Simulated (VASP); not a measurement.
Here is a VASP 6.6.1 calculation.

Contents of INCAR:

```
ALGO = Normal
EDIFF = 1E-7
EDIFFG = -0.002
ENCUT = 750
GGA = CA
GGA_COMPAT = False
IBRION = 2
ISIF = 3
ISMEAR = 0
LASPH = True
LCHARG = False
LREAL = False
LWAVE = False
NELM = 120
NELMIN = 4
NSW = 100
PREC = Accurate
SIGMA = 0.02
```

File KPOINTS:

```
k-points
0
Gamma
  10 10 10
```

POSCAR

```
LiH
1.0
    0.0000000000      2.0086193900      2.0086193900
    2.0086193900      0.0000000000      2.0086193900
    2.0086193900      2.0086193900      0.0000000000
Li H
1 1
Direct
    0.0000000000      0.0000000000      0.0000000000
    0.5000000000      0.5000000000      0.5000000000
```

Potentials or basis: VASP PAW LDA potentials, release 64 (Li_sv, H).

Run with:

```bash
$ cat potpaw_LDA.64/Li_sv/POTCAR potpaw_LDA.64/H/POTCAR > POTCAR
$ mpirun -np 1 vasp_std > vasp.out
```

(1) Predict the space group after relaxing (to 0.1 Å).

(2) Estimate the relaxed cell.

Answers

(1) Fm-3m (No. 225).

(2) a = 2.761 Å, b = 2.761 Å, c = 2.761 Å, α = 60.00°, β = 60.00°, γ = 60.00°.
